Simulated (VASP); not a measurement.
Set up this calculation in VASP 6.6.1, as the native input.

| Property | Result |
| --- | --- |
| Task | single point |
| Functional | LDA |
| Potentials or basis | VASP PAW LDA potentials, release 64 (Fe) |
| Cutoff | 600 eV |
| k mesh | 8 × 8 × 8 |
| Occupations | methfessel-paxton, width 0.24 eV |
| Spin | collinear spin, ferromagnetic start |
| Starting moments | [4.0] μB |
| Dipole correction | no |
| Further INCAR settings | ALGO = Normal; EDIFF = 1e-06; NBANDS = 14 |

The structure of Fe lies in POSCAR:

```
Fe
1.0
   -1.4315177495      1.4315177495      1.4315177495
    1.4315177495     -1.4315177495      1.4315177495
    1.4315177495      1.4315177495     -1.4315177495
Fe
1
Direct
    0.0000000000      0.0000000000      0.0000000000
```

The input as run:

INCAR

```
SYSTEM = Fe
PREC = Accurate ; ENCUT = 600
EDIFF = 1E-6 ; ISMEAR = 1
SIGMA = 0.24 ; LREAL = .FALSE.
LASPH = .TRUE. ; NELM = 200
ALGO = Normal ; ISIF = 2
LWAVE = .FALSE. ; LCHARG = .TRUE.
ISPIN = 2 ; MAGMOM = 4
LORBIT = 11 ; LMAXMIX = 4
LELF = .TRUE. ; LVHAR = .TRUE.
NBANDS = 14 ; GGA_COMPAT = .FALSE.
```

KPOINTS

```
Automatic mesh
0
G
  8 8 8
  0 0 0
```

Potentials or basis: VASP PAW LDA potentials, release 64 (Fe).

Launch:

```sh
$ cat potpaw_LDA.64/Fe/POTCAR > POTCAR
$ mpirun -np 1 vasp_std > vasp.out
```

It gave:

```
Pressure                                              : -24.1 GPa
Net moment                                            : 2.10 μB per cell
Site moments                                          : Fe +2.09 μB
Valence electrons inside the program's atomic spheres : Fe 7.21
```

Caveat: the k points lie up to 0.39 Å⁻¹ apart.

It took 21 s on 1 thread of Intel Xeon 8259CL, on a shared host, peak memory 0.13 GiB.
